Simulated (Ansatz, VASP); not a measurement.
TiC in VASP and in Ansatz

The input POSCAR:

```
TiC
1.0
    0.0000000000      2.1420470719      2.1420470719
    2.1420470719      0.0000000000      2.1420470719
    2.1420470719      2.1420470719      0.0000000000
Ti C
1 1
Direct
    0.0000000000      0.0000000000      0.0000000000
    0.5000000000      0.5000000000      0.5000000000
```

Contents of INCAR.step1:

```
PREC = Accurate ; ENCUT = 1430
ISMEAR = 0 ; SIGMA = 0.1
LREAL = F ; LASPH = T
NELM = 120 ; NBANDS = 15
GGA = PE ; ALGO = Normal
EDIFF = 1E-5 ; LWAVE = T
LCHARG = F ; GGA_COMPAT = F
```

INCAR.step2

```
PREC = Accurate ; ENCUT = 1430
EDIFF = 1E-6 ; ISMEAR = 0
SIGMA = 0.1 ; LREAL = F
LASPH = T ; NELM = 120
ALGO = Normal ; ISIF = 2
LWAVE = F ; LCHARG = F
METAGGA = R2SCAN ; LMIXTAU = T
NBANDS = 15 ; ISTART = 1
GGA_COMPAT = F
```

KPOINTS

```
Automatic mesh
0
Gamma
  16 16 16
```

Input for Ansatz:

```yaml
crystal:
  lattice:
    - [0.0, 2.1420470719, 2.1420470719]
    - [2.1420470719, 0.0, 2.1420470719]
    - [2.1420470719, 2.1420470719, 0.0]
  atoms:
    - { symbol: Ti, position: [0.0, 0.0, 0.0] }
    - { symbol: C, position: [0.5, 0.5, 0.5] }
basis:
  ecutwfc: 500
kpoints:
  mp_grid: { grid: [16, 16, 16] }
hamiltonian:
  xc: r2scan
scf:
  occupations: { method: gaussian, width: 0.1 }
output:
  forces: true
  stress: true
  eigenvalues: true
```

Alike in both runs: task single point; functional r2SCAN; k mesh 16 × 16 × 16; occupations gaussian, width 0.1 eV; no spin polarisation.

```csv
,VASP,Ansatz
version,VASP 6.6.1,Ansatz 0.2.0
potentials or method,"VASP PAW PBE potentials, release 64 (Ti_sv, C_h), cutoff 1430 eV","scalar-relativistic, plane waves, PAW"
valence electrons in the cell,16,16
```

|  | VASP | Ansatz | Ansatz less VASP |
| --- | --- | --- | --- |
| gap on the k mesh at the Fermi level (eV) | none | none | - |
| pressure (GPa) | 9.4 | 8.5 | -0.96 |

VASP's potentials were made for PBE, not for r2SCAN. A gap of «none» marks a metal or a gap that the smearing closes. The functional is the same, so the differences come from potentials, cutoffs and numerics.
